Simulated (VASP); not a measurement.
# WC (P-6m2) in VASP: notebook

The runs below take WC through electric field gradients, with PBEsol.

All numbers are computed with VASP 6.6.1; they aren't measurements. Logs are shortened: lines on timing, memory, paths and dates and some standing lists are left out, and cuts for length are marked.

## 1. The cell of the first run

It takes space group P-6m2 (No. 187, hexagonal). Conventional cell: a = 2.842 Å, b = 2.842 Å, c = 2.772 Å, α = 90.00°, β = 90.00°, γ = 120.00°. W (site symmetry -6m2) has 6 C at 2.15 Å and 2 W at 2.77 Å within 2.8 Å. Within 2.8 Å of C (site symmetry -6m2) lie 6 W at 2.15 Å and 2 C at 2.77 Å.

## 2. Electric field gradients, PBEsol (volume scaled by 0.9405)

INCAR reads:

```
SYSTEM = WC
PREC = Accurate
ENCUT = 520
EDIFF = 1E-8
ISMEAR = -1
SIGMA = 0.05
LREAL = .False.
LASPH = .True.
NELM = 100
ALGO = Normal
ISIF = 2
LWAVE = .False.
LCHARG = .False.
GGA = PS
LEFG = .True.
NBANDS = 16
```

KPOINTS reads:

```
regular mesh
0
Gamma
  13 13 12
  0 0 0
```

POSCAR reads:

```
WC
1.0
    2.8417946007      0.0000000000      0.0000000000
   -1.4208973004      2.4610663166      0.0000000000
    0.0000000000      0.0000000000      2.7717403707
W C
1 1
Direct
    0.0000000000      0.0000000000      0.0000000000
    0.6666666667      0.3333333333      0.5000000000
```

Potentials or basis: VASP PAW PBE potentials, release 64 (W_sv, C).

Command:

```sh
$ cat potpaw_PBE.64/W_sv/POTCAR potpaw_PBE.64/C/POTCAR > POTCAR
$ mpirun -np 1 vasp_std > vasp.out
```

OUTCAR:

```text
SYSTEM = WC
   PREC = Accurate
   ENCUT = 520
   EDIFF = 1E-8
   ISMEAR = -1
   LREAL = .False.
   LASPH = .True.
   NELM = 100
   ISIF = 2
   GGA = PS

 ion  position               nearest neighbor table
   1  0.000  0.000  0.000-   2 2.15   2 2.15   2 2.15   2 2.15   2 2.15   2 2.15
   2  0.667  0.333  0.500-   1 2.15   1 2.15   1 2.15   1 2.15   1 2.15   1 2.15

  LATTYP: Found a hexagonal cell.
 ALAT       =     2.8417946007
 C/A-ratio  =     0.9753485949

  Lattice vectors:

 A1 = (   2.8417946007,   0.0000000000,   0.0000000000)
 A2 = (  -1.4208973004,   2.4610663166,   0.0000000000)
 A3 = (   0.0000000000,   0.0000000000,   2.7717403707)

Analysis of symmetry for initial positions (statically):
=====================================================================
 Subroutine PRICEL returns:
 Original cell was already a primitive cell.

 Routine SETGRP: Setting up the symmetry group for a
 hexagonal supercell.

 Subroutine GETGRP returns: Found 12 space group operations
 (whereof 12 operations were pure point group operations)
 out of a pool of 24 trial point group operations.

The static configuration has the point symmetry D_3h.

Analysis of symmetry for dynamics (positions and initial velocities):
=====================================================================
 Subroutine PRICEL returns:
 Original cell was already a primitive cell.

 Routine SETGRP: Setting up the symmetry group for a
 hexagonal supercell.

 Subroutine GETGRP returns: Found 12 space group operations
 (whereof 12 operations were pure point group operations)
 out of a pool of 24 trial point group operations.

The dynamic configuration has the point symmetry D_3h.

 Subroutine INISYM returns: Found 12 space group operations
 (whereof 12 operations are pure point group operations),
 and found     1 'primitive' translations

----------------------------------------------------------------------------------------

                                     Primitive cell

  volume of cell :      19.3851

  direct lattice vectors                    reciprocal lattice vectors
     2.841794601  0.000000000  0.000000000     0.351890316  0.203163969  0.000000000
    -1.420897300  2.461066317  0.000000000     0.000000000  0.406327937  0.000000000
     0.000000000  0.000000000  2.771740371     0.000000000  0.000000000  0.360784152

  length of vectors
     2.841794601  2.841794601  2.771740371     0.406327937  0.406327937  0.360784152

  position of ions in fractional coordinates (direct lattice)
     0.000000000  0.000000000  0.000000000
     0.666666667  0.333333333  0.500000000

  ion indices of the primitive-cell ions
   primitive index   ion index
                 1           1
                 2           2

----------------------------------------------------------------------------------------

 KPOINTS: regular mesh

Automatic generation of k-mesh.
 Grid dimensions read from file:
 generate k-points for:   13   13   12

 Generating k-lattice:

  Cartesian coordinates                     Fractional coordinates (reciprocal lattice)
     0.027068486  0.015627998  0.000000000     0.076923077  0.000000000  0.000000000
     0.000000000  0.031255995  0.000000000     0.000000000  0.076923077  0.000000000
     0.000000000  0.000000000  0.030065346     0.000000000  0.000000000  0.083333333

  Length of vectors
     0.031255995  0.031255995  0.030065346

  Shift w.r.t. Gamma in fractional coordinates (k-lattice)
     0.000000000  0.000000000  0.000000000

 Subroutine IBZKPT returns following result:
 ===========================================

 Found    147 irreducible k-points:

 Following reciprocal coordinates:
            Coordinates               Weight
  0.000000  0.000000  0.000000      1.000000
  0.076923  0.000000  0.000000      6.000000
  0.153846  0.000000  0.000000      6.000000
  0.230769  0.000000  0.000000      6.000000
  0.307692  0.000000  0.000000      6.000000
  0.384615  0.000000  0.000000      6.000000
[... 16 lines left out ...]
  0.076923  0.000000  0.083333     12.000000
  0.153846  0.000000  0.083333     12.000000
 [... further k-points ...]
   k-points           NKPTS =    147   k-points in BZ     NKDIM =    147   number of bands    NBANDS=     16
   number of dos      NEDOS =    301   number of ions     NIONS =      2
   total plane-waves  NPLWV =  13824
   dimension x,y,z NGX =    24 NGY =   24 NGZ =   24
   dimension x,y,z NGXF=    48 NGYF=   48 NGZF=   48
   ions per type =               1   1
   NGX,Y,Z   is equivalent  to a cutoff of  14.04, 14.04, 14.39 a.u.
   NGXF,Y,Z  is equivalent  to a cutoff of  28.08, 28.08, 28.79 a.u.
 SYSTEM =  WC
   PREC   = accura    normal or accurate (medium, high low for compatibility)
   ISTART =      0    job   : 0-new  1-cont  2-samecut
   ICHARG =      2    charge: 1-file 2-atom 10-const
   ISPIN  =      1    spin polarized calculation?
   LNONCOLLINEAR =      F non collinear calculations
   LSORBIT =      F    spin-orbit coupling
   LASPH  =      T    aspherical Exc in radial PAW
   ENCUT  =  520.0 eV  38.22 Ry    6.18 a.u.   5.28  5.28  5.15*2*pi/ulx,y,z
   NELM   =    100;   NELMIN=  2; NELMDL= -5     # of ELM steps
   EDIFF  = 0.1E-07   stopping-criterion for ELM
   LREAL  =      F    real-space projection
   EDIFFG = 0.1E-06   stopping-criterion for IOM
   NSW    =      0    number of steps for IOM
   IBRION =     -1    ionic relax: 0-MD 1-quasi-New 2-CG
   NFREE  =      0    steps in history (QN), initial steepest desc. (CG)
   ISIF   =      2    stress and relaxation
   ISYM   =      2    0-nonsym 1-usesym 2-fastsym
   POTIM  = 0.5000    time-step for ionic-motion
   TEBEG  =    0.0;   TEEND  =   0.0 temperature during run
   PSTRESS=    0.0 pullay stress
   NELECT =      18.0000    total number of electrons
   NUPDOWN=      -1.0000    fix difference up-down
   EMIN   =  10.00;   EMAX   =-10.00  energy-range for DOS
   EFERMI =   0.00;   METHOD = LEGACY
   ISMEAR =    -1;   SIGMA  =   0.05  broadening in eV -4-tet -1-fermi 0-gaus
   EFERMI_NEDOS =   21; number of points for ismear=-14 and -15
   IALGO  =     38    algorithm
   IMIX   =      4    mixing-type and parameters
     AMIX     =   0.40;   BMIX     =  1.00
     AMIX_MAG =   1.60;   BMIX_MAG =  1.00
  volume/ion in A,a.u.               =       9.69        65.41
  Fermi-wavevector in a.u.,A,eV,Ry     =   1.597139  3.018156 34.706478  2.550854
  Thomas-Fermi vector in A             =   2.694792
   LORBIT       =      0    0 simple, 1 ext, 2 COOP (PROOUT), +10 PAW based schemes
   GGA     = PS    functional components
   LHFCALC =     F    Hartree Fock is set to
   AEXX    =    0.0000 exact exchange contribution
   IVDW    =     0    specifies the selected vdW correction
   LEPSILON=     F    determine dielectric tensor
   LRPA    =     F    only Hartree local field effects (RPA)
 non-spin polarized calculation
  energy-cutoff  :      520.00
  volume of cell :       19.39
 maximum number of plane-waves:       533
 NGX is ok and might be reduce to    24
   NGX = 11   NGY = 11   NGZ = 11

 number of electron      18.0000000 magnetization

 Free energy of the ion-electron system (eV)
  ---------------------------------------------------
  ext. energy  EPLUGINS =         0.00000000
  ---------------------------------------------------
  free energy    TOTEN  =       -23.79291879 eV

  energy without entropy =      -23.79085056  energy(sigma->0) =      -23.79188467

 E-fermi :  11.9574     XC(G=0): -14.3080

 val. band max:       11.9078459011   @ k =   0.0769   0.0769   0.5000
 cond. band min:      12.0122121513   @ k =   0.0769   0.0769   0.3333
 fundamental gap:      0.1043662502
 Fermi energy:        11.9574498415

 k-point     1 :       0.0000    0.0000    0.0000
  band No.  band energies     occupation
      1     -61.8569      2.00000
      2     -25.8404      2.00000
      3     -25.7136      2.00000
      4     -25.7136      2.00000
      5      -3.0251      2.00000
      6       7.1952      2.00000
[... 8 lines left out ...]
     15      26.9782      0.00000
     16      29.2705      0.00000

 k-point     2 :       0.0769    0.0000    0.0000
  band No.  band energies     occupation
      1     -61.8523      2.00000
      2     -25.8321      2.00000
      3     -25.7775      2.00000
      4     -25.7279      2.00000
      5      -2.8533      2.00000
      6       7.2480      2.00000
[... 8 lines left out ...]
     15      26.5788      0.00000
     16      29.6255      0.00000
[... 387 lines left out ...]
      5      -2.6684      2.00000
      6       7.2152      2.00000
[... 8 lines left out ...]
     15      26.7348      0.00000
     16      29.5954      0.00000

 k-point    24 :       0.1538    0.0000    0.0833
  band No.  band energies     occupation
      1     -61.8358      2.00000
      2     -25.9463      2.00000
      3     -25.8743      2.00000
      4     -25.7610      2.00000
      5      -2.1939      2.00000
      6       7.0419      2.00000
[... 8 lines left out ...]
     15      26.0139      0.00000
     16      30.4750      0.00000

 [... further k-points ...]
[... 5 lines left out ...]
  --------------------------------------------------------------------------------------
  -------------------------------------------------------------------------------------
  Total        3.3699015      3.3699015      3.8794692     -0.0000000      0.0000000      0.0000000
  in kB      278.5218339    278.5218339    320.6375174     -0.0000000      0.0000000      0.0000000
  external PRESSURE =     292.5603950 kB  Pullay stress =       0.0000000 kB

 VOLUME and BASIS-vectors are now :
 -----------------------------------------------------------------------------
  energy-cutoff  :      520.00
  volume of cell :       19.39
      direct lattice vectors                 reciprocal lattice vectors
     2.841794601  0.000000000  0.000000000     0.351890316  0.203163969  0.000000000
    -1.420897300  2.461066317  0.000000000     0.000000000  0.406327937  0.000000000
     0.000000000  0.000000000  2.771740371     0.000000000  0.000000000  0.360784152

 POSITION                                       TOTAL-FORCE (eV/Angst)
 -----------------------------------------------------------------------------------
      0.00000      0.00000      0.00000         0.000000      0.000000      0.000000
      1.42090      0.82036      1.38587        -0.000000      0.000000      0.000000
 -----------------------------------------------------------------------------------
    total drift:                               -0.000000      0.000000      0.000000

  FREE ENERGIE OF THE ION-ELECTRON SYSTEM (eV)
  ---------------------------------------------------
  free  energy   TOTEN  =       -23.7929187864 eV

  energy  without entropy=      -23.7908505635  energy(sigma->0) =      -23.79188467

 Electric field gradients (V/A^2)
---------------------------------------------------------------------
 ion       V_xx      V_yy      V_zz      V_xy      V_xz      V_yz
---------------------------------------------------------------------
   1      86.810    86.810  -173.621    -0.000    -0.000     0.000
   2      -0.281    -0.281     0.562     0.000     0.000     0.000
---------------------------------------------------------------------

 Electric field gradients after diagonalization (V/A^2)
 (convention: |V_zz| > |V_xx| > |V_yy|)
----------------------------------------------------------------------
 ion       V_xx      V_yy      V_zz     asymmetry (V_yy - V_xx)/ V_zz
----------------------------------------------------------------------
   1      86.810    86.810  -173.621       0.000
   2      -0.281    -0.281     0.562       0.001
----------------------------------------------------------------------

           NMR quadrupolar parameters

 Cq : quadrupolar parameter    Cq=e*Q*V_zz/h
 eta: asymmetry parameters     (V_yy - V_xx)/ V_zz
 Q  : nuclear electric quadrupole moment in mb (millibarn)
----------------------------------------------------------------------
 ion       Cq(MHz)       eta       Q (mb)
----------------------------------------------------------------------
   1      -0.420       0.000       1.000
   2       0.001       0.001       1.000
----------------------------------------------------------------------
```

It took 20 s on 1 thread of Intel Xeon 6975P-C (Granite Rapids), shared host; peak memory 0.17 GiB.

Results:

```yaml
Free_energy: -23.7929 eV
Pressure: 29.3 GPa
Band_gap_on_the_k_mesh: zero (band 9 reaches 12.62 eV, above the bottom of band 10 at 11.25 eV)
```

Stress tensor (GPa, compression positive):
```
27.85  0.00  0.00
 0.00 27.85  0.00
 0.00  0.00 32.06
```

Electric field gradients, principal values (V/Å²):
| atom | least | middle | greatest (by size) |
| --- | --- | --- | --- |
| 1 W | 86.810 | 86.810 | -173.621 |
| 2 C | -0.281 | -0.281 | 0.562 |

Caveat: without QUAD_EFG the Cq values of the log hold for a quadrupole moment of 1 mb, not for the nuclei; the PAW data sets were made with another functional, which shifts forces and pressure a little; spin-orbit coupling is left out, which moves the levels of the heavy elements.

[end of part 1 of 4]
